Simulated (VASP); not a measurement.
**Al2O3: relaxation of cell and atoms with r2SCAN**

The system is Al2O3.

```xyz
10
Lattice="2.3803 1.3742 4.3319 -2.3803 1.3742 4.3319 0.0000 -2.7485 4.3319" Properties=species:S:1:pos:R:3 pbc="T T T"
Al    0.0000    0.0000   11.0743
Al    0.0000    0.0000    8.4191
Al    0.0000    0.0000    1.9213
Al    0.0000    0.0000    4.5765
O    -1.6503   -0.1099    5.4148
O     0.7300    1.4841    5.4148
O     0.9203   -1.3742    5.4148
O     1.6503    0.1099    7.5808
O    -0.7300   -1.4841    7.5808
O    -0.9203    1.3742    7.5808
```

```json
{
  "Program": "VASP 6.6.1",
  "Task": "relaxation of cell and atoms",
  "Functional": "r2SCAN",
  "Potentials or basis": "VASP PAW PBE potentials, release 64 (Al, O)",
  "Cutoff": "600 eV",
  "k mesh": "7 × 7 × 7",
  "Occupations": "fermi-dirac, width 0.05 eV",
  "Spin": "no spin polarisation",
  "Dipole correction": "no",
  "Further INCAR settings": "ALGO = Normal; EDIFF = 1e-06; IBRION = 2; EDIFFG = -0.01; NSW = 60; ISIF = 3"
}
```

```
Relaxed volume                        : 8.47 Å³/atom
Relaxed cell                          : a = 5.123 Å, b = 5.123 Å, c = 5.123 Å, α = 55.30°, β = 55.30°, γ = 55.30°
Space group after relaxing (to 0.1 Å) : R-3c (No. 167)
Energy gained by relaxing             : 0.2 meV/atom
Ionic steps                           : 5
Pressure after relaxing               : 0.0 GPa
Largest force after relaxing          : 0.008 eV/Å
Band gap on the k mesh                : 7.20 eV
```

Forces on the atoms (eV/Å):
```
Al   0.000  0.000  0.000
Al   0.000  0.000  0.000
Al   0.000  0.000  0.000
Al   0.000  0.000  0.000
O    0.004  0.007  0.000
O    0.004 -0.007  0.000
O   -0.008  0.000  0.000
O   -0.004 -0.007  0.000
O   -0.004  0.007  0.000
O    0.008  0.000  0.000
```

Stress tensor (GPa, compression positive):
```
-0.09  0.00  0.00
 0.00 -0.09  0.00
 0.00  0.00  0.06
```

The path:
```csv
step,energy change (eV),largest force (eV/Å),pressure (GPa),volume (Å³)
1,0.0000,0.0808,-1.01,85.02
2,-0.0013,0.0274,0.99,84.36
3,-0.0021,0.0323,0.24,84.61
4,-0.0021,0.0349,0.17,84.63
5,-0.0022,0.0079,-0.04,84.70
```

Final structure:
```
Al O
1.0
     2.37744    1.37262    4.32566
    -2.37744    1.37262    4.32566
     0.00000   -2.74523    4.32566
Al O
4 6
Direct
  0.85185 0.85185 0.85185
  0.64815 0.64815 0.64815
  0.14815 0.14815 0.14815
  0.35185 0.35185 0.35185
  0.05620 0.75000 0.44380
  0.75000 0.44380 0.05620
  0.44380 0.05620 0.75000
  0.94380 0.25000 0.55620
  0.25000 0.55620 0.94380
  0.55620 0.94380 0.25000
```

Levels at points of the mesh, in eV from the valence-band top:
```
           k point  band 20  band 21  band 22  band 23  band 24  band 25  band 26  band 27  band 28  band 29
(0.00, 0.00, 0.00)    -0.53    -0.53    -0.05    -0.05     0.00     7.20    10.14    12.00    12.63    12.63
```

Run time: 45 min on 1 thread of Oxide Virtual Turin-like Processor (shared host), peak memory 0.3 GiB.

Caveat: the PAW data sets were made with another functional, which shifts forces and pressure a little; an odd mesh through Γ misses points on the zone boundary, where band edges can lie. r2SCAN opens gaps a little over a GGA but as a rule still falls short of measured ones.
